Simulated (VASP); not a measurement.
Write the native input for VASP 6.6.1 that does the following.

* Task: relaxation of cell and atoms
* Functional: r2SCAN
* Potentials or basis: VASP PAW PBE potentials, release 64 (B_h, N_h)
* Cutoff: 910 eV
* k mesh: 9 × 9 × 6
* Occupations: gaussian, width 0.1 eV
* Spin: no spin polarisation
* Dipole correction: no
* Further INCAR settings: ALGO = Normal; EDIFF = 1e-07; IBRION = 2; EDIFFG = -0.05; NSW = 100; ISIF = 3

Crystal: BN.

```xyz
4
Lattice="2.5500 0.0000 0.0000 -1.2750 2.2084 0.0000 0.0000 0.0000 4.2100" Properties=species:S:1:pos:R:3 pbc="T T T"
B     0.0000    1.4722    0.0000
B     1.2750    0.7361    2.1050
N     0.0000    1.4722    2.1050
N     1.2750    0.7361    4.2100
```

These files were run (other wordings do the same):

POSCAR

```
BN
1.0
    2.5500000000      0.0000000000      0.0000000000
   -1.2750000000      2.2083647797      0.0000000000
    0.0000000000      0.0000000000      4.2100000000
B N
2 2
Direct
    0.3333333333      0.6666666667      0.0000000000
    0.6666666667      0.3333333333      0.5000000000
    0.3333333333      0.6666666667      0.5000000000
    0.6666666667      0.3333333333      1.0000000000
```

INCAR.step1

```
PREC = Accurate
ENCUT = 910
ISMEAR = 0
SIGMA = 0.1
LREAL = False
LASPH = True
NELM = 120
GGA = PE
ALGO = Normal
EDIFF = 1E-5
LWAVE = True
LCHARG = False
GGA_COMPAT = False
IBRION = 2
ISIF = 3
EDIFFG = -0.005
NELMIN = 4
NSW = 100
```

INCAR.step2

```
PREC = Accurate
ENCUT = 910
EDIFF = 1E-7
ISMEAR = 0
SIGMA = 0.1
LREAL = False
LASPH = True
NELM = 120
ALGO = Normal
ISIF = 3
LWAVE = False
LCHARG = False
METAGGA = R2SCAN
LMIXTAU = True
IBRION = 2
NSW = 100
EDIFFG = -0.05
ISTART = 1
GGA_COMPAT = False
NELMIN = 4
```

KPOINTS

```
regular mesh
0
Gamma
  9 9 6
```

Potentials or basis: VASP PAW PBE potentials, release 64 (B_h, N_h).

The run is started by

```sh
$ cat potpaw_PBE.64/B_h/POTCAR potpaw_PBE.64/N_h/POTCAR > POTCAR
$ cp INCAR.step1 INCAR
$ mpirun -np 1 vasp_std > vasp.out
$ cp INCAR.step2 INCAR
$ mpirun -np 1 vasp_std > vasp.out
```

Results of the run:

The relaxed volume is 7.45 Å³/atom. The relaxed cell is a = 2.498 Å, b = 2.498 Å, c = 5.517 Å, α = 90.00°, β = 90.00°, γ = 120.00° and the space group after relaxing (to 0.1 Å) is P6_3/mmc (No. 194). The energy gained by relaxing is 415.5 meV/atom. The ionic steps are 9, the pressure after relaxing is 0.0 GPa and the band gap on the k mesh is 4.77 eV (least direct gap 4.99 eV).

Caveat: the cutoff is under 1.25 times the usual one of these potentials, so pressure, stress and relaxed cells hold a basis-set (Pulay) error; the volume moved by over 15 % at a fixed basis, so the end points are rough; the PAW data sets were made with another functional, which shifts forces and pressure a little; an odd mesh through Γ misses points on the zone boundary, where band edges can lie.

It took 22 min on 1 thread of Intel(R) Xeon(R) Platinum 8375C CPU @ 2.90GHz (Ice Lake), on a shared host, peak memory 0.19 GiB.
